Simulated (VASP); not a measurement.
Input of a VASP 6.6.1 run:

INCAR

```
SYSTEM = NbN
PREC = Accurate
ENCUT = 600
EDIFF = 1E-6
ISMEAR = -5
SIGMA = 0.1
LREAL = .FALSE.
LASPH = .TRUE.
NELM = 120
ALGO = Normal
ISIF = 2
LWAVE = .FALSE.
LCHARG = .TRUE.
GGA = PE
LELF = .TRUE.
LVHAR = .TRUE.
NBANDS = 16
GGA_COMPAT = .FALSE.
```

The input KPOINTS:

```
regular mesh
0
G
  16 16 16
  0 0 0
```

Contents of POSCAR:

```
NbN
1.0
    0.0000000000      2.1656410829      2.1656410829
    2.1656410829      0.0000000000      2.1656410829
    2.1656410829      2.1656410829      0.0000000000
Nb N
1 1
Direct
    0.5000000000      0.5000000000      0.5000000000
    0.0000000000      0.0000000000      0.0000000000
```

Potentials or basis: VASP PAW PBE potentials, release 64 (Nb_sv, N).

Run with:

```console
$ cat potpaw_PBE.64/Nb_sv/POTCAR potpaw_PBE.64/N/POTCAR > POTCAR
$ mpirun -np 1 vasp_std > vasp.out
```

Predict the band gap on the k mesh.

zero (bands 9 and 10 overlap by 3.73 eV).

Predict the pressure.

20.9 GPa.

Caveat: the cell stands under pressure; tetrahedron occupations give inexact forces and stress in metals.
